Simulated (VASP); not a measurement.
A run of VASP 6.6.1 is set up as follows.

Contents of INCAR:

```
  PREC = Accurate
  ENCUT = 520
  EDIFF = 1E-6
  ISMEAR = -1
  SIGMA = 0.05
  LREAL = F
  LASPH = T
  NELM = 100
  ALGO = Normal
  ISIF = 2
  LWAVE = F
  LCHARG = T
  GGA = PE
  LELF = T
  LVHAR = T
  NBANDS = 27
```

Contents of KPOINTS:

```
regular mesh
0
Gamma
  8 8 8
```

The input POSCAR:

```
InSe
1.0
    2.0132454191      1.1623477847      8.4958956687
   -2.0132454191      1.1623477847      8.4958956687
    0.0000000000     -2.3246955694      8.4958956687
In Se
2 2
Direct
    0.8886000000      0.8886000000      0.8886000000
    0.0000000000      0.0000000000      0.0000000000
    0.1719000000      0.1719000000      0.1719000000
    0.3835000000      0.3835000000      0.3835000000
```

Potentials or basis: VASP PAW PBE potentials, release 64 (In_d, Se).

Run with:

```console
$ cat potpaw_PBE.64/In_d/POTCAR potpaw_PBE.64/Se/POTCAR > POTCAR
$ mpirun -np 1 vasp_std > vasp.out
```

Problem. Estimate the largest force.

Solution. 0.299 eV/Å.

Problem. Estimate the pressure.

Solution. 1.7 GPa.

Problem. What does it give for the band gap on the k mesh?

Solution. 0.38 eV.

Stress tensor (GPa, compression positive):
```
2.09 0.00 0.00
0.00 2.09 0.00
0.00 0.00 1.01
```

Caveat: spin-orbit coupling is left out, which moves the levels of the heavy elements. A k mesh can miss the band edges.
